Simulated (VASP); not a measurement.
Here is a VASP 6.6.1 calculation.

INCAR

```
ALGO = Normal ; EDIFF = 1E-6
ENCUT = 500 ; GGA = PS
GGA_COMPAT = F ; ISIF = 2
ISMEAR = 0 ; LASPH = T
LCHARG = F ; LREAL = F
LWAVE = F ; NBANDS = 12
NELM = 120 ; PREC = Accurate
SIGMA = 0.15
```

File KPOINTS:

```
k-points
0
Gamma
  20 20 20
```

POSCAR

```
Nb
1.0
    0.0000000000      2.2207500000      2.1150000000
    2.2207500000      0.0000000000      2.1150000000
    2.2207500000      2.2207500000      0.0000000000
Nb
1
Direct
    0.0000000000      0.0000000000      0.0000000000
```

Potentials or basis: VASP PAW PBE potentials, release 64 (Nb_sv).

The run is started by

```sh
$ cat potpaw_PBE.64/Nb_sv/POTCAR > POTCAR
$ mpirun -np 1 vasp_std > vasp.out
```

Question: Predict the band gap on the k mesh.

Answer: Zero (an odd number of electrons rules out a gap without spin polarisation).

Question: What does it give for the pressure?

Answer: -19.5 GPa.

Stress tensor (GPa, compression positive):
```
-16.64   0.00   0.00
  0.00 -16.64   0.00
  0.00   0.00 -25.25
```

Caveat: the cell differs from its parent crystal (strain +0.050 along x and y, +0.000 along z); the cell stands under tension; the PAW data sets were made with another functional, which shifts forces and pressure a little.
